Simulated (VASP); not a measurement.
Crystal: GaN.

```
Ga N
1.0
     2.62724    0.00000    0.00000
    -1.31362    2.27526    0.00000
     0.00000    0.00000    4.08049
Ga N
1 1
Direct
  0.00000 0.00000 0.50000
  0.00000 0.00000 0.00000
```

| Quantity | Value |
| --- | --- |
| Program | VASP 6.6.1 |
| Task | relaxation of cell and atoms |
| Functional | PBE |
| Potentials or basis | VASP PAW PBE potentials, release 64 (Ga_d, N) |
| Cutoff | 600 eV |
| k mesh | 24 × 24 × 14 |
| Occupations | gaussian, width 0.1 eV |
| Spin | no spin polarisation |

At the start: pressure 0.2 GPa; volume 12.20 Å³/atom.

**Question.** How do energy, volume and symmetry change on relaxing?

**Answer.** Over 32 steps the energy falls by 552.6 meV/atom and the volume is 18.60 Å³/atom (+52.5 %); space group P6/mmm (No. 191, to 0.05 Å).

The path:
```tsv
step	energy change (eV)	largest force (eV/Å)	pressure (GPa)	volume (Å³)
1	0.0000	0.0000	0.22	24.39
2	-0.0098	0.0000	0.99	24.45
3	-0.0298	0.0000	3.08	24.54
4	-0.1283	0.0000	9.85	24.63
5	0.0372	0.0000	49.62	24.34
6	-0.1974	0.0000	14.91	24.62
7	-0.2412	0.0000	27.18	24.52
8	-0.2417	0.0000	27.26	24.53
9	-0.2428	0.0000	27.51	24.54
10	-0.2447	0.0000	28.16	24.56
11	-0.2468	0.0000	29.38	24.61
12	-0.2425	0.0000	32.11	24.70
13	-0.2469	0.0000	29.96	24.63
14	-0.2498	0.0000	29.84	24.65
15	-0.2585	0.0000	29.69	24.71
16	-0.2758	0.0000	29.32	24.82
17	-0.3096	0.0000	28.62	25.04
18	-0.3740	0.0000	27.37	25.50
19	-0.4914	0.0000	25.27	26.42
20	-0.6761	0.0000	22.34	28.29
21	-0.8552	0.0000	19.57	32.18
22	-1.0551	0.0000	6.93	34.18
23	-1.0849	0.0000	-0.30	35.74
24	-1.0861	0.0000	0.78	35.48
25	-1.0861	0.0000	1.09	35.41
26	-1.0904	0.0000	0.90	35.63
27	-1.1001	0.0000	0.44	36.31
28	-1.1042	0.0000	-0.36	37.67
29	-1.1051	0.0000	-0.17	37.28
30	-1.1051	0.0000	-0.11	37.24
31	-1.1051	0.0000	0.15	37.19
32	-1.1051	0.0000	0.01	37.20
```

Final structure:
```yaml
crystal:
  lattice:
    - [3.56059, 0.00000, 0.00000]
    - [-1.78029, 3.08356, 0.00000]
    - [0.00000, 0.00000, 3.38865]
  atoms:
    - { symbol: Ga, position: [0.00000, 0.00000, 0.50000] }
    - { symbol: N, position: [0.00000, 0.00000, 0.00000] }
```

Caveat: the volume moved by over 15 % at a fixed basis, so the end points are rough.
